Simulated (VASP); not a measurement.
Wanted: the native input for a VASP 6.6.1 run.

```
Task                   : single point
Functional             : LDA
Potentials or basis    : VASP PAW LDA potentials, release 64 (Sr_sv, Mg)
Cutoff                 : 520 eV
k mesh                 : 6 × 6 × 6
Occupations            : methfessel-paxton, width 0.05 eV
Spin                   : no spin polarisation
Dipole correction      : no
Further INCAR settings : ALGO = Normal; EDIFF = 1e-07; NBANDS = 13
```

The structure of SrMg lies in POSCAR:

```
SrMg
1.0
    4.0799681774      0.0000000000      0.0000000000
    0.0000000000      4.0799681774      0.0000000000
    0.0000000000      0.0000000000      4.0799681774
Sr Mg
1 1
Direct
    0.0000000000      0.0000000000      0.0000000000
    0.5000000000      0.5000000000      0.5000000000
```

The input as run:

INCAR

```
PREC = Accurate
ENCUT = 520
EDIFF = 1E-7
ISMEAR = 1
SIGMA = 0.05
LREAL = False
LASPH = True
NELM = 100
ALGO = Normal
ISIF = 2
LWAVE = False
LCHARG = False
GGA = CA
NBANDS = 13
```

KPOINTS

```
regular mesh
0
Gamma
  6 6 6
```

Potentials or basis: VASP PAW LDA potentials, release 64 (Sr_sv, Mg).

The run is started by

```bash
$ cat potpaw_LDA.64/Sr_sv/POTCAR potpaw_LDA.64/Mg/POTCAR > POTCAR
$ mpirun -np 1 vasp_std > vasp.out
```

It gave:

The pressure is -0.7 GPa. The band gap on the k mesh is zero (band 6 reaches 2.77 eV, above the bottom of band 7 at 1.39 eV).

Run time: 5.3 s on 1 thread of Intel(R) Xeon(R) 6975P-C (Granite Rapids), with other jobs on the host, peak memory 0.15 GiB.
